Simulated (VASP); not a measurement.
Runs of VASP 6.6.1 on B. The structure is that of space group Fd-3m (No. 227), or close to it. The cells are those of the table. 

```csv
task,cell,cutoff (eV),gap on the mesh (eV),pressure (GPa)
relaxation of cell and atoms,"relaxed to 100 GPa from a = 2.573 Å, angles 60.0°, 2 atoms",600,none,100.0
relaxation of cell and atoms,"relaxed to 100 GPa from a = 2.469 Å, angles 60.0°, 2 atoms",600,none,100.1
single point,"a = 2.572 Å, angles 60.0°, 2 atoms",520,none,100.4
single point,"a = 2.573 Å, angles 60.0°, 2 atoms",520,none,(a)
```

Alike in all rows: level PBE; potentials or basis VASP PAW PBE potentials, release 64 (B); no spin polarisation; k mesh 18 × 18 × 18; smearing fermi-dirac 0.08 eV.

**Question.** Estimate the missing entries.

**Answer.** (a) 100.2.

Caveats: the cell is relaxed towards a set pressure, so the enthalpy falls and the energy may rise (some runs).

A gap of «none» marks levels without a gap at the run's occupations.
